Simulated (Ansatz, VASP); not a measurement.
Zr2NiCl4 in VASP and in Ansatz

```
Cl Ni Zr
1.0
     6.53428    0.00000    0.00000
     0.00000    6.53428    0.00000
     0.00000    0.00000    3.85787
Cl Ni Zr
4 1 2
Direct
  0.23230 0.23230 0.00000
  0.76770 0.23230 0.00000
  0.76770 0.76770 0.00000
  0.23230 0.76770 0.00000
  0.00000 0.00000 0.00000
  0.00000 0.50000 0.50000
  0.50000 0.00000 0.50000
```

Alike in both runs: task single point; functional r2SCAN; k mesh 5 × 5 × 9; no spin polarisation.

|  | VASP | Ansatz |
| --- | --- | --- |
| version | VASP 6.6.1 | Ansatz 0.2.0 |
| potentials or method | VASP PAW PBE potentials, release 64 (Cl, Ni, Zr_sv), cutoff 520 eV | PAW plane waves |
| occupations | fermi-dirac, width 0.1 eV | fermi-dirac |
| valence electrons in the cell | 62 | 70 |

Ansatz gave:

- pressure (GPa): -4.3
- traceless stress, the component that is largest in VASP (GPa): -10.76
- rms of the force components (eV/Å): 0.818

Problem. Estimate VASP's values.

Solution. Pressure (GPa): -4.3; traceless stress, the component that is largest in VASP (GPa): -10.78; rms of the force components (eV/Å): 0.826.

VASP's potentials were made for PBE, not for r2SCAN. Atom by atom the forces differ by 0.008 eV/Å (rms over components). VASP's potentials hold 62 valence electrons a cell and Ansatz's 70, so a difference there can come from the potentials and not from the codes.
